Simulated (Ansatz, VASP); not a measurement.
**Two plane-wave programs on Nb**

```
Nb
1.0
    -1.65000    1.65000    1.65000
     1.65000   -1.65000    1.65000
     1.65000    1.65000   -1.65000
Nb
1
Direct
  0.00000 0.00000 0.00000
```

Alike in both runs: task relaxation of cell and atoms; functional PBE; k mesh 23 × 23 × 23; no spin polarisation.

```csv
,VASP,Ansatz
version,VASP 6.6.1,Ansatz 0.2.0
potentials or method,"VASP PAW PBE potentials, release 64 (Nb_sv)","plane-wave PAW, scalar-relativistic"
plane-wave cutoff (eV),600,420
occupations,"methfessel-paxton of order 1, width 0.1 eV","cold, width 0.1 eV"
valence electrons in the cell,13,13
```

|  | VASP | Ansatz | Ansatz less VASP |
| --- | --- | --- | --- |
| relaxed volume (Å³/atom) | 18.08 | 18.12 | +0.039 |
| relaxed cell length with the largest relative difference (Å) | 2.864 | 2.866 | +0.0020 |
